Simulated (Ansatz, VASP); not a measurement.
**One calculation of Sn5Se2S3, two programs**

```
Sn Se S
1.0
     0.00000   -4.20207    0.00000
     4.20207    0.00000    0.00000
    -2.10103    2.10103   14.83015
Sn Se S
5 2 3
Direct
  0.69718 0.69718 0.39436
  0.30282 0.30282 0.60564
  0.90241 0.90241 0.80483
  0.50000 0.50000 0.00000
  0.09759 0.09759 0.19517
  0.80067 0.80067 0.60133
  0.19933 0.19933 0.39867
  0.40165 0.40165 0.80331
  0.00000 0.00000 0.00000
  0.59835 0.59835 0.19669
```

Alike in both runs: task single point; functional PBE; k mesh 6 × 6 × 6; occupations gaussian, width 0.2 eV; no spin polarisation.

|  | VASP | Ansatz |
| --- | --- | --- |
| version | VASP 6.6.1 | Ansatz 0.2.0 |
| potentials or method | VASP PAW PBE potentials, release 64 (Sn_d, Se, S), cutoff 520 eV | scalar-relativistic, plane waves, PAW |
| valence electrons in the cell | 100 | 120 |

|  | VASP | Ansatz | Ansatz less VASP |
| --- | --- | --- | --- |
| gap on the k mesh at the Fermi level (eV) | 0.20 | 0.20 | 0.000 |
| least direct gap on the mesh (eV) | 0.20 | 0.20 | 0.000 |
| pressure (GPa) | -0.2 | -0.2 | +0.03 |
| rms of the force components (eV/Å) | 0.011 | 0.010 | -0.0002 |

Atom by atom the forces differ by 0.000 eV/Å (rms over components). With one functional, cell and mesh, what is left measures potentials, basis and numerics. VASP's potentials hold 100 valence electrons a cell and Ansatz's 120, so a difference there can come from the potentials and not from the codes.
